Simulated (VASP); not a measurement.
Here is a VASP 6.6.1 calculation.

File POSCAR:

```
TiRh
1.0
    3.1152020000      0.0000000000      0.0000000000
    0.0000000000      3.1152020000      0.0000000000
    0.0000000000      0.0000000000      3.1152020000
Ti Rh
1 1
Direct
    0.5000000000      0.5000000000      0.5000000000
    0.0000000000      0.0000000000      0.0000000000
```

The input INCAR.step1:

```
SYSTEM = TiRh
PREC = Accurate
ENCUT = 550
ISMEAR = 1
SIGMA = 0.1
LREAL = .FALSE.
LASPH = .TRUE.
NELM = 120
NBANDS = 20
GGA = PE
ALGO = Normal
EDIFF = 1E-5
LWAVE = .TRUE.
LCHARG = .FALSE.
GGA_COMPAT = .FALSE.
```

INCAR.step2

```
SYSTEM = TiRh
PREC = Accurate
ENCUT = 550
EDIFF = 1E-6
ISMEAR = 1
SIGMA = 0.1
LREAL = .FALSE.
LASPH = .TRUE.
NELM = 120
ALGO = Normal
ISIF = 2
LWAVE = .FALSE.
LCHARG = .FALSE.
METAGGA = R2SCAN
LMIXTAU = .TRUE.
NBANDS = 20
ISTART = 1
GGA_COMPAT = .FALSE.
```

KPOINTS

```
regular mesh
0
G
  3 3 3
  0 0 0
```

Potentials or basis: VASP PAW PBE potentials, release 64 (Ti_sv, Rh_pv).

The run is started by

```sh
$ cat potpaw_PBE.64/Ti_sv/POTCAR potpaw_PBE.64/Rh_pv/POTCAR > POTCAR
$ cp INCAR.step1 INCAR
$ mpirun -np 1 vasp_std > vasp.out
$ cp INCAR.step2 INCAR
$ mpirun -np 1 vasp_std > vasp.out
```

Question: What does it give for the pressure?

Answer: -5.8 GPa.

Caveat: the k points lie up to 0.67 Å⁻¹ apart; the PAW data sets were made with another functional, which shifts forces and pressure a little.
